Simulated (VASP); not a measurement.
# CdSe (R3m) in VASP: settings compared, part 2 of 2

VASP 6.6.1. The steps go on from the part before.

**3. Single point, r2SCAN (strain along [111] +5.1%)**

The input, POSCAR:

```
CdSe
1.0
    0.1045090715      3.1722900365      3.1722900365
    3.1722900365      0.1045090715      3.1722900365
    3.1722900365      3.1722900365      0.1045090715
Cd Se
1 1
Direct
    0.0027448901      0.0027448901      0.0027448901
    0.2472551099      0.2472551099      0.2472551099
```

The input, INCAR.step1:

```
SYSTEM = CdSe
  PREC = Accurate
  ENCUT = 550
  ISMEAR = 0
  SIGMA = 0.01
  LREAL = .FALSE.
  LASPH = .TRUE.
  NELM = 120
  NBANDS = 16
  GGA = PE
  ALGO = Normal
  EDIFF = 1E-5
  LWAVE = .TRUE.
  LCHARG = .FALSE.
  GGA_COMPAT = .FALSE.
```

The input, INCAR.step2:

```
SYSTEM = CdSe
  PREC = Accurate
  ENCUT = 550
  EDIFF = 1E-6
  ISMEAR = 0
  SIGMA = 0.01
  LREAL = .FALSE.
  LASPH = .TRUE.
  NELM = 120
  ALGO = Normal
  ISIF = 2
  LWAVE = .FALSE.
  LCHARG = .FALSE.
  METAGGA = R2SCAN
  LMIXTAU = .TRUE.
  NBANDS = 16
  ISTART = 1
  GGA_COMPAT = .FALSE.
```

The input, KPOINTS:

```
Automatic mesh
0
G
  8 8 8
  0 0 0
```

Potentials or basis: VASP PAW PBE potentials, release 64 (Cd, Se).

Run with:

```
$ cat potpaw_PBE.64/Cd/POTCAR potpaw_PBE.64/Se/POTCAR > POTCAR
$ cp INCAR.step1 INCAR
$ mpirun -np 1 vasp_std > vasp.out
$ cp INCAR.step2 INCAR
$ mpirun -np 1 vasp_std > vasp.out
```

OUTCAR:

```text
SYSTEM = CdSe
   PREC = Accurate
   ENCUT = 550
   EDIFF = 1E-6
   ISMEAR = 0
   LREAL = .FALSE.
   LASPH = .TRUE.
   NELM = 120
   ISIF = 2
   METAGGA = R2SCAN
   ISTART = 1

 ion  position               nearest neighbor table
   1  0.003  0.003  0.003-   2 2.69   2 2.69   2 2.69   2 2.73
   2  0.247  0.247  0.247-   1 2.69   1 2.69   1 2.69   1 2.73

  LATTYP: Found a trigonal (rhomboedric) cell.
 ALAT       =     4.4875127072
 COS(alpha) =     0.5326553084

  Lattice vectors:

 A1 = (   0.1045090715,   3.1722900365,   3.1722900365)
 A2 = (   3.1722900365,   0.1045090715,   3.1722900365)
 A3 = (   3.1722900365,   3.1722900365,   0.1045090715)

Analysis of symmetry for initial positions (statically):
=====================================================================
 Subroutine PRICEL returns:
 Original cell was already a primitive cell.

 Routine SETGRP: Setting up the symmetry group for a
 trigonal (rhombohedral) supercell.

 Subroutine GETGRP returns: Found  6 space group operations
 (whereof  6 operations were pure point group operations)
 out of a pool of 12 trial point group operations.

The static configuration has the point symmetry C_3v.

Analysis of symmetry for dynamics (positions and initial velocities):
=====================================================================
 Subroutine PRICEL returns:
 Original cell was already a primitive cell.

 Routine SETGRP: Setting up the symmetry group for a
 trigonal (rhombohedral) supercell.

 Subroutine GETGRP returns: Found  6 space group operations
 (whereof  6 operations were pure point group operations)
 out of a pool of 12 trial point group operations.

The dynamic configuration has the point symmetry C_3v.

 Subroutine INISYM returns: Found  6 space group operations
 (whereof  6 operations are pure point group operations),
 and found     1 'primitive' translations

----------------------------------------------------------------------------------------

                                     Primitive cell

[... 111 lines left out ...]
  volume/ion in A,a.u.               =      30.35       204.79
  Fermi-wavevector in a.u.,A,eV,Ry     =   1.091734  2.063077 16.216540  1.191882
  Thomas-Fermi vector in A             =   2.227985
   LORBIT       =      0    0 simple, 1 ext, 2 COOP (PROOUT), +10 PAW based schemes
   METAGGA = R2SCAN    functional components
   LHFCALC =     F    Hartree Fock is set to
   AEXX    =    0.0000 exact exchange contribution
   IVDW    =     0    specifies the selected vdW correction
   LEPSILON=     F    determine dielectric tensor
   LRPA    =     F    only Hartree local field effects (RPA)
 non-spin polarized calculation
 Gauss-broadening in eV      SIGMA  =   0.01
  energy-cutoff  :      550.00
  volume of cell :       60.69
 maximum number of plane-waves:      1802
 NGX is ok and might be reduce to    36
   NGX = 17   NGY = 17   NGZ = 17

 number of electron      18.0000002 magnetization

 Free energy of the ion-electron system (eV)
  ---------------------------------------------------
  ext. energy  EPLUGINS =         0.00000000
  ---------------------------------------------------
  free energy    TOTEN  =       -35.88209617 eV

  energy without entropy =      -35.88209617  energy(sigma->0) =      -35.88209617

 E-fermi :   0.2319     XC(G=0):  -9.0702

 val. band max:        0.1418117883   @ k =   0.0000   0.0000   0.0000
 cond. band min:       0.9623599630   @ k =   0.0000   0.0000   0.0000
 fundamental gap:      0.8205481747
 Fermi energy:         0.2318536854

 k-point     1 :       0.0000    0.0000    0.0000
  band No.  band energies     occupation
      1     -12.5337      2.00000
      2      -7.8807      2.00000
      3      -7.8769      2.00000
      4      -7.8769      2.00000
      5      -7.5614      2.00000
      6      -7.5614      2.00000
[... 433 lines left out ...]
      3      -7.8002      2.00000
      4      -7.5980      2.00000
      5      -7.5640      2.00000
      6      -7.5319      2.00000
[... 8 lines left out ...]
     15      10.8415      0.00000
     16      11.8303      0.00000

 [... further k-points ...]

------------------------ aborting loop because EDIFF is reached ----------------------------------------

  FORCE on cell =-STRESS in cart. coord.  units (eV):
  Direction    XX          YY          ZZ          XY          YZ          ZX
  --------------------------------------------------------------------------------------
  -------------------------------------------------------------------------------------
  Total       -0.8309335     -0.8309335     -0.8309335     -0.3069497     -0.3069497     -0.3069497
  in kB      -21.9346025    -21.9346025    -21.9346025     -8.1027177     -8.1027177     -8.1027177
  external PRESSURE =     -21.9346025 kB  Pullay stress =       0.0000000 kB

 VOLUME and BASIS-vectors are now :
 -----------------------------------------------------------------------------
  energy-cutoff  :      550.00
  volume of cell :       60.69
      direct lattice vectors                 reciprocal lattice vectors
     0.104509071  3.172290037  3.172290037    -0.165625456  0.160343057  0.160343057
     3.172290037  0.104509071  3.172290037     0.160343057 -0.165625456  0.160343057
     3.172290037  3.172290037  0.104509071     0.160343057  0.160343057 -0.165625456

 POSITION                                       TOTAL-FORCE (eV/Angst)
 -----------------------------------------------------------------------------------
      0.01770      0.01770      0.01770         0.003186      0.003186      0.003186
      1.59457      1.59457      1.59457        -0.003186     -0.003186     -0.003186
 -----------------------------------------------------------------------------------
    total drift:                               -0.000015     -0.000015     -0.000015

  FREE ENERGIE OF THE ION-ELECTRON SYSTEM (eV)
  ---------------------------------------------------
  free  energy   TOTEN  =       -35.8820961670 eV

  energy  without entropy=      -35.8820961670  energy(sigma->0) =      -35.88209617
```

OSZICAR.step1:

```text
N       E                     dE             d eps       ncg     rms          rms(c)
DAV:   1     0.107543716187E+03    0.10754E+03   -0.89369E+03  2112   0.104E+03
DAV:   2    -0.157623362416E+01   -0.10912E+03   -0.10292E+03  2504   0.247E+02
DAV:   3    -0.585736879049E+01   -0.42811E+01   -0.42724E+01  2472   0.505E+01
DAV:   4    -0.587672127084E+01   -0.19352E-01   -0.19352E-01  2616   0.341E+00
DAV:   5    -0.587684282209E+01   -0.12155E-03   -0.12155E-03  2544   0.239E-01    0.529E+00
DAV:   6    -0.550286462602E+01    0.37398E+00   -0.57291E-01  3128   0.845E+00    0.431E+00
DAV:   7    -0.548229477621E+01    0.20570E-01   -0.13411E-01  2472   0.241E+00    0.191E+00
DAV:   8    -0.548312081137E+01   -0.82604E-03   -0.11871E-02  2392   0.128E+00    0.237E-01
DAV:   9    -0.548335297846E+01   -0.23217E-03   -0.13220E-03  2552   0.433E-01    0.510E-02
DAV:  10    -0.548342768154E+01   -0.74703E-04   -0.14557E-04  2672   0.142E-01    0.451E-02
DAV:  11    -0.548348158315E+01   -0.53902E-04   -0.86186E-05  2496   0.578E-02    0.179E-02
DAV:  12    -0.548348132112E+01    0.26203E-06   -0.14593E-06  1856   0.125E-02
   1 F= -.54834813E+01 E0= -.54834813E+01  d E =-.670575E-23
```

Run time: 5.5 min. Hardware: 1 thread of Intel Xeon 8259CL, shared host; peak memory 0.26 GiB.

What came out:

| Property | Result |
| --- | --- |
| Free energy | -35.8821 eV |
| Pressure | -2.2 GPa |
| Largest force | 0.006 eV/Å |
| Band gap on the k mesh | 0.82 eV |

Forces in eV/Å, atoms in the order of the input:
```
Cd   0.003  0.003  0.003
Se  -0.003 -0.003 -0.003
```

Caveat: the cell differs from its parent crystal (strain along [111] +5.1%); the PAW data sets were made with another functional, which shifts forces and pressure a little.
